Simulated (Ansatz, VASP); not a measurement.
Mo: VASP beside Ansatz

The input INCAR:

```
  PREC = Accurate
  ENCUT = 520
  EDIFF = 1E-7
  ISMEAR = -1
  SIGMA = 0.1
  LREAL = False
  LASPH = True
  NELM = 100
  ALGO = Normal
  ISIF = 2
  LWAVE = False
  LCHARG = True
  GGA = PE
  LELF = True
  LVHAR = True
  NBANDS = 21
```

File KPOINTS:

```
regular mesh
0
Gamma
  15 15 7
```

The input POSCAR:

```
Mo
1.0
    2.7224775426      0.0000000000      0.0000000000
   -1.3612387713      2.3577347131      0.0000000000
    0.0000000000      0.0000000000      4.8204106523
Mo
2
Direct
    0.3333333333      0.6666666667      0.2500000000
    0.6666666667      0.3333333333      0.7500000000
```

Input for Ansatz:

```yaml
crystal:
  lattice:
    - [2.7224775426, 0.0, 0.0]
    - [-1.3612387713, 2.3577347131, 0.0]
    - [0.0, 0.0, 4.8204106523]
  atoms:
    - { symbol: Mo, position: [0.3333333333, 0.6666666667, 0.25] }
    - { symbol: Mo, position: [0.6666666667, 0.3333333333, 0.75] }
hamiltonian:
  xc: pbe
  pseudopotentials:
    kind: paw
    azcp:
      Mo: "pseudopotentials/Mo.paw.azcp"
basis:
  ecutwfc: 420
  fft_grid_basis: typed
kpoints:
  mp_grid: { grid: [15, 15, 7], shift: [0, 0, 0] }
magnetization:
  spin_polarized: false
scf:
  occupations: { method: fermi_dirac, width: 0.1 }
  lower_state_search: "off"
output:
  stress: true
```

Alike in both runs: task single point; functional PBE; k mesh 15 × 15 × 7; occupations fermi-dirac, width 0.1 eV; no spin polarisation.

```csv
,VASP,Ansatz
version,VASP 6.6.1,Ansatz 0.2.0
potentials or method,"VASP PAW PBE potentials, release 64 (Mo_sv), cutoff 520 eV","plane waves (420 eV) with PAW, scalar-relativistic"
valence electrons in the cell,28,28
```

|  | VASP | Ansatz | Ansatz less VASP |
| --- | --- | --- | --- |
| pressure (GPa) | 11.1 | 10.6 | -0.54 |
| traceless stress, the component that is largest in VASP (GPa) | -1.15 | -1.05 | +0.099 |
